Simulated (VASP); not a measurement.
# SnSe2 (P-3m1) in VASP: a series of runs

SnSe2 is run at these levels: PBEsol; tasks: single point.

Program: VASP 6.6.1. These are calculated values, not measurements. Logs are shortened: lines on timing, memory, paths and dates and some standing lists are left out, and cuts for length are marked.

### 1 The cell of the first run

It takes space group P-3m1 (No. 164, trigonal). The conventional cell has a = 4.105 Å, b = 4.105 Å, c = 5.289 Å, α = 90.00°, β = 90.00°, γ = 120.00°. Sn (site symmetry -3m) has 6 Se at 2.71 Å within 3.6 Å. Se (site symmetry 3m) has 3 Sn at 2.71 Å and 6 Se at 3.55 Å within 3.6 Å.

### 2 Single point, PBEsol

Contents of INCAR:

```
SYSTEM = SnSe2
PREC     = Accurate       ! precision mode
ENCUT    = 520            ! plane-wave cutoff, eV
EDIFF    = 1E-6           ! SCF threshold, eV
ISMEAR   = 0              ! smearing method
SIGMA    = 0.05           ! smearing width, eV
LREAL    = .False.        ! projectors in reciprocal space
LASPH    = .True.         ! aspherical terms in the spheres
NELM     = 60             ! most SCF steps
ALGO     = Normal         ! electronic algorithm
ISIF     = 2              ! what is computed and relaxed
LWAVE    = .False.        ! write WAVECAR
LCHARG   = .False.        ! write CHGCAR
GGA      = PS             ! functional
NBANDS   = 20             ! bands
```

Contents of KPOINTS:

```
Automatic mesh
0
Gamma
  9 9 6
  0 0 0
```

Contents of POSCAR:

```
SnSe2
1.0
    4.1052739893      0.0000000000      0.0000000000
   -2.0526369947      3.5552715643      0.0000000000
    0.0000000000      0.0000000000      5.2887062771
Sn Se
1 2
Direct
    0.0000000000      0.0000000000      0.0000000000
    0.3333333333      0.6666666667      0.2500000000
    0.6666666667      0.3333333333      0.7500000000
```

Potentials or basis: VASP PAW PBE potentials, release 64 (Sn_d, Se).

Launch:

```
$ cat potpaw_PBE.64/Sn_d/POTCAR potpaw_PBE.64/Se/POTCAR > POTCAR
$ mpirun -np 1 vasp_std > vasp.out
```

OUTCAR:

```text
SYSTEM = SnSe2
   PREC = Accurate
   ENCUT = 520
   EDIFF = 1E-6
   ISMEAR = 0
   LREAL = .False.
   LASPH = .True.
   NELM = 60
   ISIF = 2
   GGA = PS

 ion  position               nearest neighbor table
   1  0.000  0.000  0.000-   2 2.71   3 2.71   3 2.71   2 2.71   3 2.71   2 2.71
   2  0.333  0.667  0.250-   1 2.71   1 2.71   1 2.71
   3  0.667  0.333  0.750-   1 2.71   1 2.71   1 2.71

  LATTYP: Found a hexagonal cell.
 ALAT       =     4.1052739893
 C/A-ratio  =     1.2882712070

  Lattice vectors:

 A1 = (   4.1052739893,   0.0000000000,   0.0000000000)
 A2 = (  -2.0526369947,   3.5552715643,   0.0000000000)
 A3 = (   0.0000000000,   0.0000000000,   5.2887062771)

Analysis of symmetry for initial positions (statically):
=====================================================================
 Subroutine PRICEL returns:
 Original cell was already a primitive cell.

 Routine SETGRP: Setting up the symmetry group for a
 hexagonal supercell.

 Subroutine GETGRP returns: Found 12 space group operations
 (whereof 12 operations were pure point group operations)
 out of a pool of 24 trial point group operations.

The static configuration has the point symmetry D_3d.

Analysis of symmetry for dynamics (positions and initial velocities):
=====================================================================
 Subroutine PRICEL returns:
 Original cell was already a primitive cell.

 Routine SETGRP: Setting up the symmetry group for a
 hexagonal supercell.

 Subroutine GETGRP returns: Found 12 space group operations
 (whereof 12 operations were pure point group operations)
 out of a pool of 24 trial point group operations.

The dynamic configuration has the point symmetry D_3d.

 Subroutine INISYM returns: Found 12 space group operations
 (whereof 12 operations are pure point group operations),
 and found     1 'primitive' translations

----------------------------------------------------------------------------------------

                                     Primitive cell

  volume of cell :      77.1906

  direct lattice vectors                    reciprocal lattice vectors
     4.105273989  0.000000000  0.000000000     0.243589101  0.140636233  0.000000000
    -2.052636995  3.555271564  0.000000000     0.000000000  0.281272466  0.000000000
     0.000000000  0.000000000  5.288706277     0.000000000  0.000000000  0.189082159

  length of vectors
     4.105273989  4.105273989  5.288706277     0.281272466  0.281272466  0.189082159

  position of ions in fractional coordinates (direct lattice)
     0.000000000  0.000000000  0.000000000
     0.333333333  0.666666667  0.250000000
     0.666666667  0.333333333  0.750000000

  ion indices of the primitive-cell ions
   primitive index   ion index
                 1           1
                 2           2
                 3           3

----------------------------------------------------------------------------------------

 KPOINTS: Automatic mesh

Automatic generation of k-mesh.
 Grid dimensions read from file:
 generate k-points for:    9    9    6

 Generating k-lattice:

  Cartesian coordinates                     Fractional coordinates (reciprocal lattice)
     0.027065456  0.015626248  0.000000000     0.111111111 -0.000000000  0.000000000
     0.000000000  0.031252496  0.000000000     0.000000000  0.111111111  0.000000000
     0.000000000  0.000000000  0.031513693     0.000000000  0.000000000  0.166666667

  Length of vectors
     0.031252496  0.031252496  0.031513693

  Shift w.r.t. Gamma in fractional coordinates (k-lattice)
     0.000000000  0.000000000  0.000000000

 Subroutine IBZKPT returns following result:
 ===========================================

 Found     62 irreducible k-points:

 Following reciprocal coordinates:
            Coordinates               Weight
  0.000000  0.000000  0.000000      1.000000
  0.111111  0.000000  0.000000      6.000000
  0.222222  0.000000  0.000000      6.000000
  0.333333  0.000000  0.000000      6.000000
  0.444444  0.000000  0.000000      6.000000
  0.111111  0.111111  0.000000      6.000000
[... 16 lines left out ...]
  0.222222  0.111111  0.166667     12.000000
 -0.111111  0.333333  0.166667     12.000000
 [... further k-points ...]
   k-points           NKPTS =     62   k-points in BZ     NKDIM =     62   number of bands    NBANDS=     20
   number of dos      NEDOS =    301   number of ions     NIONS =      3
   total plane-waves  NPLWV =  40960
   dimension x,y,z NGX =    32 NGY =   32 NGZ =   40
   dimension x,y,z NGXF=    64 NGYF=   64 NGZF=   80
   ions per type =               1   2
   NGX,Y,Z   is equivalent  to a cutoff of  12.96, 12.96, 12.57 a.u.
   NGXF,Y,Z  is equivalent  to a cutoff of  25.92, 25.92, 25.15 a.u.
 SYSTEM =  SnSe2
   PREC   = accura    normal or accurate (medium, high low for compatibility)
   ISTART =      0    job   : 0-new  1-cont  2-samecut
   ICHARG =      2    charge: 1-file 2-atom 10-const
   ISPIN  =      1    spin polarized calculation?
   LNONCOLLINEAR =      F non collinear calculations
   LSORBIT =      F    spin-orbit coupling
   LASPH  =      T    aspherical Exc in radial PAW
   ENCUT  =  520.0 eV  38.22 Ry    6.18 a.u.   7.63  7.63  9.83*2*pi/ulx,y,z
   NELM   =     60;   NELMIN=  2; NELMDL= -5     # of ELM steps
   EDIFF  = 0.1E-05   stopping-criterion for ELM
   LREAL  =      F    real-space projection
   EDIFFG = 0.1E-04   stopping-criterion for IOM
   NSW    =      0    number of steps for IOM
   IBRION =     -1    ionic relax: 0-MD 1-quasi-New 2-CG
   NFREE  =      0    steps in history (QN), initial steepest desc. (CG)
   ISIF   =      2    stress and relaxation
   ISYM   =      2    0-nonsym 1-usesym 2-fastsym
   POTIM  = 0.5000    time-step for ionic-motion
   TEBEG  =    0.0;   TEEND  =   0.0 temperature during run
   PSTRESS=    0.0 pullay stress
   NELECT =      26.0000    total number of electrons
   NUPDOWN=      -1.0000    fix difference up-down
   EMIN   =  10.00;   EMAX   =-10.00  energy-range for DOS
   EFERMI =   0.00;   METHOD = LEGACY
   ISMEAR =     0;   SIGMA  =   0.05  broadening in eV -4-tet -1-fermi 0-gaus
   EFERMI_NEDOS =   21; number of points for ismear=-14 and -15
   IALGO  =     38    algorithm
   IMIX   =      4    mixing-type and parameters
     AMIX     =   0.40;   BMIX     =  1.00
     AMIX_MAG =   1.60;   BMIX_MAG =  1.00
  volume/ion in A,a.u.               =      25.73       173.64
  Fermi-wavevector in a.u.,A,eV,Ry     =   1.139054  2.152501 17.652812  1.297445
  Thomas-Fermi vector in A             =   2.275758
   LORBIT       =      0    0 simple, 1 ext, 2 COOP (PROOUT), +10 PAW based schemes
   GGA     = PS    functional components
   LHFCALC =     F    Hartree Fock is set to
   AEXX    =    0.0000 exact exchange contribution
   IVDW    =     0    specifies the selected vdW correction
   LEPSILON=     F    determine dielectric tensor
   LRPA    =     F    only Hartree local field effects (RPA)
 non-spin polarized calculation
 Gauss-broadening in eV      SIGMA  =   0.05
  energy-cutoff  :      520.00
  volume of cell :       77.19
 maximum number of plane-waves:      2125
 NGX is ok and might be reduce to    32

 number of electron      25.9999994 magnetization

 Free energy of the ion-electron system (eV)
  ---------------------------------------------------
  ext. energy  EPLUGINS =         0.00000000
  ---------------------------------------------------
  free energy    TOTEN  =       -12.57882088 eV

  energy without entropy =      -12.57805504  energy(sigma->0) =      -12.57843796

 E-fermi :   4.8768     XC(G=0):  -9.7035

 val. band max:        4.8659253483   @ k =   0.0000   0.3333   0.3333
 cond. band min:       4.8953494707   @ k =   0.0000   0.4444   0.1667
 fundamental gap:      0.0294241224
 Fermi energy:         4.8767791801

 k-point     1 :       0.0000    0.0000    0.0000
  band No.  band energies     occupation
      1     -17.0661      2.00000
      2     -17.0661      2.00000
      3     -17.0584      2.00000
      4     -17.0176      2.00000
      5     -17.0176      2.00000
      6      -9.7533      2.00000
[... 12 lines left out ...]
     19      12.7216      0.00000
     20      12.7216      0.00000

 k-point     2 :       0.1111    0.0000    0.0000
  band No.  band energies     occupation
      1     -17.0710      2.00000
      2     -17.0653      2.00000
      3     -17.0561      2.00000
      4     -17.0181      2.00000
      5     -17.0155      2.00000
      6      -9.6504      2.00000
[... 12 lines left out ...]
     19      12.6787      0.00000
     20      12.7143      0.00000

 k-point     3 :       0.2222    0.0000    0.0000
  band No.  band energies     occupation
      1     -17.0835      2.00000
      2     -17.0640      2.00000
      3     -17.0506      2.00000
      4     -17.0190      2.00000
      5     -17.0095      2.00000
      6      -9.3524      2.00000
[... 12 lines left out ...]
     19      11.5702      0.00000
     20      12.6218      0.00000

 k-point     4 :       0.3333    0.0000    0.0000
  band No.  band energies     occupation
      1     -17.0977      2.00000
      2     -17.0633      2.00000
      3     -17.0454      2.00000
      4     -17.0188      2.00000
      5     -17.0018      2.00000
      6      -8.9033      2.00000
[... 12 lines left out ...]
     19      11.6290      0.00000
     20      13.1060      0.00000

 k-point     5 :       0.4444    0.0000    0.0000
  band No.  band energies     occupation
      1     -17.1069      2.00000
      2     -17.0632      2.00000
      3     -17.0431      2.00000
      4     -17.0177      2.00000
      5     -16.9964      2.00000
      6      -8.4402      2.00000
[... 12 lines left out ...]
     19      12.7108      0.00000
     20      14.2496      0.00000
[... 353 lines left out ...]
      6      -8.3963      2.00000
[... 12 lines left out ...]
     19      12.8206      0.00000
     20      13.9384      0.00000

 k-point    22 :       0.1111    0.1111    0.1667
  band No.  band energies     occupation
      1     -17.0787      2.00000
      2     -17.0656      2.00000
      3     -17.0518      2.00000
      4     -17.0188      2.00000
      5     -17.0115      2.00000
      6      -9.3809      2.00000
[... 12 lines left out ...]
     19      12.1302      0.00000
     20      12.9719      0.00000

 k-point    23 :       0.2222    0.1111    0.1667
  band No.  band energies     occupation
      1     -17.0904      2.00000
      2     -17.0661      2.00000
      3     -17.0462      2.00000
      4     -17.0191      2.00000
      5     -17.0052      2.00000
      6      -9.0102      2.00000
[... 12 lines left out ...]
     19      11.5797      0.00000
     20      13.7994      0.00000

 k-point    24 :      -0.1111    0.3333    0.1667
  band No.  band energies     occupation
      1     -17.0904      2.00000
      2     -17.0661      2.00000
      3     -17.0463      2.00000
      4     -17.0191      2.00000
      5     -17.0051      2.00000
      6      -9.0096      2.00000
[... 12 lines left out ...]
     19      11.2796      0.00000
     20      13.1754      0.00000

 [... further k-points ...]
[... 5 lines left out ...]
  --------------------------------------------------------------------------------------
  -------------------------------------------------------------------------------------
  Total       -0.4946534     -0.4946534      2.6922573      0.0000000     -0.0000000     -0.0000000
  in kB      -10.2670857    -10.2670857     55.8808202      0.0000000     -0.0000000     -0.0000000
  external PRESSURE =      11.7822163 kB  Pullay stress =       0.0000000 kB

 VOLUME and BASIS-vectors are now :
 -----------------------------------------------------------------------------
  energy-cutoff  :      520.00
  volume of cell :       77.19
      direct lattice vectors                 reciprocal lattice vectors
     4.105273989  0.000000000  0.000000000     0.243589101  0.140636233  0.000000000
    -2.052636995  3.555271564  0.000000000     0.000000000  0.281272466  0.000000000
     0.000000000  0.000000000  5.288706277     0.000000000  0.000000000  0.189082159

 POSITION                                       TOTAL-FORCE (eV/Angst)
 -----------------------------------------------------------------------------------
      0.00000      0.00000      0.00000         0.000000      0.000000      0.000000
     -0.00000      2.37018      1.32218        -0.000000     -0.000000      1.177998
      2.05264      1.18509      3.96653         0.000000      0.000000     -1.177998
 -----------------------------------------------------------------------------------
    total drift:                               -0.000000     -0.000000      0.000000

  FREE ENERGIE OF THE ION-ELECTRON SYSTEM (eV)
  ---------------------------------------------------
  free  energy   TOTEN  =       -12.5788208817 eV

  energy  without entropy=      -12.5780550429  energy(sigma->0) =      -12.57843796
```

Wall time 52 s (1 thread of Intel Xeon Platinum 8488C (Sapphire Rapids), shared host); peak memory 0.24 GiB.

What came out:

| Item | Value |
| --- | --- |
| Free energy | -12.5788 eV |
| Pressure | 1.2 GPa |
| Largest force | 1.178 eV/Å |
| Band gap on the k mesh | zero (band 13 reaches 4.93 eV, above the bottom of band 14 at 4.87 eV) |

Forces on the atoms (eV/Å):
```
Sn   0.000  0.000  0.000
Se   0.000  0.000  1.178
Se   0.000  0.000 -1.178
```

Caveat: the PAW data sets were made with another functional, which shifts forces and pressure a little; spin-orbit coupling is left out, which moves the levels of the heavy elements.

### 3 Single point, PBEsol

This run uses another cell than the first one, of the same volume but with other edges.

Contents of INCAR:

```
PREC = Accurate ; ENCUT = 520
EDIFF = 1E-6 ; ISMEAR = 0
SIGMA = 0.05 ; LREAL = F
LASPH = T ; NELM = 60
ALGO = Normal ; ISIF = 2
LWAVE = F ; LCHARG = F
GGA = PS ; NBANDS = 20
```

Contents of KPOINTS:

```
regular mesh
0
Gamma
  9 9 6
```

Contents of POSCAR:

```
SnSe2
1.0
    3.4918669901      0.0000000000      0.0000000000
   -1.7459334950      3.0240455200      0.0000000000
    0.0000000000      0.0000000000      7.3100165154
Sn Se
1 2
Direct
    0.0000000000      0.0000000000      0.0000000000
    0.3333333333      0.6666666667      0.2500000000
    0.6666666667      0.3333333333      0.7500000000
```

Potentials or basis: VASP PAW PBE potentials, release 64 (Sn_d, Se).

Launch:

```
$ cat potpaw_PBE.64/Sn_d/POTCAR potpaw_PBE.64/Se/POTCAR > POTCAR
$ mpirun -np 1 vasp_std > vasp.out
```

OUTCAR:

```text
PREC = Accurate
   ENCUT = 520
   EDIFF = 1E-6
   ISMEAR = 0
   LREAL = F
   LASPH = T
   NELM = 60
   ISIF = 2
   GGA = PS

 ion  position               nearest neighbor table
   1  0.000  0.000  0.000-   2 2.72   3 2.72   2 2.72   3 2.72   3 2.72   2 2.72
   2  0.333  0.667  0.250-   1 2.72   1 2.72   1 2.72
   3  0.667  0.333  0.750-   1 2.72   1 2.72   1 2.72

  LATTYP: Found a hexagonal cell.
 ALAT       =     3.4918669901
 C/A-ratio  =     2.0934407113

  Lattice vectors:

[... 192 lines left out ...]
      3     -16.9411      2.00000
      4     -16.9000      2.00000
      5     -16.9000      2.00000
      6     -10.0472      2.00000
[... 541 lines left out ...]
     19      11.9823      0.00000
     20      13.4683      0.00000

 [... further k-points ...]
[... 5 lines left out ...]
  --------------------------------------------------------------------------------------
  -------------------------------------------------------------------------------------
  Total        4.5301737      4.5301737     -4.1114967      0.0000000      0.0000000      0.0000000
  in kB       94.0288355     94.0288355    -85.3387262      0.0000000      0.0000000      0.0000000
  external PRESSURE =      34.2396483 kB  Pullay stress =       0.0000000 kB

 VOLUME and BASIS-vectors are now :
 -----------------------------------------------------------------------------
  energy-cutoff  :      520.00
  volume of cell :       77.19
      direct lattice vectors                 reciprocal lattice vectors
     3.491866990  0.000000000  0.000000000     0.286379751  0.165341426  0.000000000
    -1.745933495  3.024045520  0.000000000     0.000000000  0.330682853  0.000000000
     0.000000000  0.000000000  7.310016515     0.000000000  0.000000000  0.136798597

 POSITION                                       TOTAL-FORCE (eV/Angst)
 -----------------------------------------------------------------------------------
      0.00000      0.00000      0.00000        -0.000000      0.000000      0.000000
     -0.00000      2.01603      1.82750         0.000000      0.000000     -0.977612
      1.74593      1.00802      5.48251        -0.000000     -0.000000      0.977612
 -----------------------------------------------------------------------------------
    total drift:                               -0.000000     -0.000000     -0.000000

  FREE ENERGIE OF THE ION-ELECTRON SYSTEM (eV)
  ---------------------------------------------------
  free  energy   TOTEN  =       -12.2748751667 eV

  energy  without entropy=      -12.2725794870  energy(sigma->0) =      -12.27372733
```

OSZICAR:

```text
N       E                     dE             d eps       ncg     rms          rms(c)
DAV:   1     0.203570690461E+03    0.20357E+03   -0.12256E+04  2564   0.149E+03
DAV:   2     0.109982330719E+02   -0.19257E+03   -0.18557E+03  2620   0.385E+02
DAV:   3    -0.117438586168E+02   -0.22742E+02   -0.22205E+02  3092   0.113E+02
DAV:   4    -0.125219033058E+02   -0.77804E+00   -0.77402E+00  2956   0.218E+01
DAV:   5    -0.125412045909E+02   -0.19301E-01   -0.19300E-01  3368   0.359E+00    0.519E+00
DAV:   6    -0.123136107034E+02    0.22759E+00   -0.43658E-01  3684   0.709E+00    0.316E+00
DAV:   7    -0.122757572233E+02    0.37853E-01   -0.13118E-01  3012   0.235E+00    0.775E-01
DAV:   8    -0.122751362995E+02    0.62092E-03   -0.12405E-02  2952   0.762E-01    0.276E-01
DAV:   9    -0.122748360066E+02    0.30029E-03   -0.11819E-03  2676   0.260E-01    0.615E-02
DAV:  10    -0.122748572547E+02   -0.21248E-04   -0.22167E-04  2868   0.884E-02    0.266E-02
DAV:  11    -0.122748744269E+02   -0.17172E-04   -0.31037E-05  2640   0.467E-02    0.588E-03
DAV:  12    -0.122748751667E+02   -0.73974E-06   -0.12593E-06  2284   0.142E-02
   1 F= -.12274875E+02 E0= -.12273727E+02  d E =-.229568E-02
```

stdout:

```text
POSCAR found type information on POSCAR SnSe
 POSCAR found :  2 types and       3 ions
 scaLAPACK will be used
 -----------------------------------------------------------------------------
|                                                                             |
|                                                                             |
|     You enforced a specific xc type in the INCAR file but a different       |
|     I HOPE YOU KNOW WHAT YOU ARE DOING!                                     |
|                                                                             |
 -----------------------------------------------------------------------------

 LDA part: xc-table for (Slater+PW92), standard interpolation
 POSCAR, INCAR and KPOINTS ok, starting setup
 FFT: planning ... GRIDC
 FFT: planning ... GRID_SOFT
 FFT: planning ... GRID
 WAVECAR not read
 entering main loop
```

Run time: 58 s. Hardware: 1 thread of Intel Xeon Platinum 8488C (Sapphire Rapids), shared host; peak memory 0.25 GiB.

What came out:

| Property | Result |
| --- | --- |
| Free energy | -12.2749 eV |
| Pressure | 3.4 GPa |
| Largest force | 0.978 eV/Å |
| Band gap on the k mesh | zero (band 13 reaches 5.00 eV, above the bottom of band 14 at 4.34 eV) |

Forces on the atoms (eV/Å):
```
Sn   0.000  0.000  0.000
Se   0.000  0.000 -0.978
Se   0.000  0.000  0.978
```

Caveat: the PAW data sets were made with another functional, which shifts forces and pressure a little; spin-orbit coupling is left out, which moves the levels of the heavy elements; this functional lacks dispersion, which binds the layers, so the pressure and a relaxed spacing across them are unreliable.
